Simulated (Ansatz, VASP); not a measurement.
Two plane-wave programs on Nb

Contents of POSCAR:

```
Nb
1.0
    0.0000000000      2.1150000000      2.1150000000
    2.1150000000      0.0000000000      2.1150000000
    2.1150000000      2.1150000000      0.0000000000
Nb
1
Direct
    0.0000000000      0.0000000000      0.0000000000
```

The input INCAR.step1:

```
PREC = Accurate ; ENCUT = 520
ISMEAR = -1 ; SIGMA = 0.05
LREAL = F ; LASPH = T
NELM = 80 ; NBANDS = 12
GGA = PE ; ALGO = Normal
EDIFF = 1E-4 ; LWAVE = T
LCHARG = F
```

INCAR.step2

```
PREC = Accurate ; ENCUT = 520
EDIFF = 1E-6 ; ISMEAR = -1
SIGMA = 0.05 ; LREAL = F
LASPH = T ; NELM = 80
ALGO = Normal ; ISIF = 2
LWAVE = F ; LCHARG = F
METAGGA = R2SCAN ; LMIXTAU = T
NBANDS = 12 ; ISTART = 1
```

The input KPOINTS:

```
regular mesh
0
Gamma
  11 11 11
```

The input input.yaml:

```yaml
crystal:
  lattice:
    - [0.0, 2.115, 2.115]
    - [2.115, 0.0, 2.115]
    - [2.115, 2.115, 0.0]
  atoms:
    - { symbol: Nb, position: [0.0, 0.0, 0.0] }
hamiltonian:
  xc: r2scan
  pseudopotentials: { kind: paw }
kpoints:
  mp_grid: { grid: [11, 11, 11] }
scf:
  occupations: { method: fermi_dirac, width: 0.05 }
output:
  forces: true
  stress: true
  eigenvalues: true
  write_density: true
  write_potential: true
  elf: true
  volumetric_format: npy
```

Alike in both runs: task single point; functional r2SCAN; k mesh 11 × 11 × 11; occupations fermi-dirac, width 0.05 eV; no spin polarisation.

|  | VASP | Ansatz |
| --- | --- | --- |
| version | VASP 6.6.1 | Ansatz 0.2.0 |
| potentials or method | VASP PAW PBE potentials, release 64 (Nb_sv) | Ansatz PAW |
| plane-wave cutoff (eV) | 520 | 500 |
| valence electrons in the cell | 13 | 13 |

|  | VASP | Ansatz | Ansatz less VASP |
| --- | --- | --- | --- |
| gap on the k mesh at the Fermi level (eV) | none | none | - |
| pressure (GPa) | -2.6 | -2.4 | +0.12 |

VASP's potentials were made for PBE, not for r2SCAN. A gap of «none» marks a metal or a gap that the smearing closes.
